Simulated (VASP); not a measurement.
## Cd: single point with PBE

Crystal: Cd.

```xyz
2
Lattice="0.0000 2.2735 2.2735 2.2735 0.0000 2.2735 2.2735 2.2735 0.0000" Properties=species:S:1:pos:R:3 pbc="T T T"
Cd   -0.5684   -0.5684   -0.5684
Cd    0.5684    0.5684    0.5684
```

This isn't the form of Cd at room conditions, which is hcp.

```json
{
 "Program": "VASP 6.6.1",
 "Task": "single point",
 "Functional": "PBE",
 "Potentials or basis": "VASP PAW PBE potentials, release 64 (Cd)",
 "Cutoff": "520 eV",
 "k mesh": "14 × 14 × 14",
 "Occupations": "fermi-dirac, width 0.1 eV",
 "Spin": "no spin polarisation"
}
```

| Quantity | Value |
| --- | --- |
| Pressure | 442.7 GPa |
| Band gap on the k mesh | zero (bands 12 and 13 overlap by 14.11 eV) |

Levels at points of the mesh, in eV from the Fermi level:
| k point | band 8 | band 9 | band 10 | band 11 | band 12 | band 13 | band 14 | band 15 | band 16 | band 17 |
| --- | --- | --- | --- | --- | --- | --- | --- | --- | --- | --- |
| (0.00, 0.00, 0.00) | -11.73 | -11.73 | -9.36 | -9.36 | 11.14 | 11.14 | 11.14 | 11.31 | 12.40 | 12.40 |
| (0.50, 0.00, 0.00) | -11.16 | -9.68 | -9.68 | -7.92 | -5.12 | 7.41 | 7.41 | 7.93 | 11.83 | 11.83 |
| (0.50, 0.50, 0.00) | -12.04 | -9.31 | -9.31 | -4.15 | -4.15 | 0.34 | 0.34 | 7.99 | 7.99 | 24.50 |

Run time: 19 s on 1 thread of AMD EPYC 9R45 96-Core Processor (Zen 5) (shared host), peak memory 0.13 GiB.

Caveat: atoms lie so close that the PAW spheres overlap strongly, which falsifies energies and pressures; the cell stands under pressure.
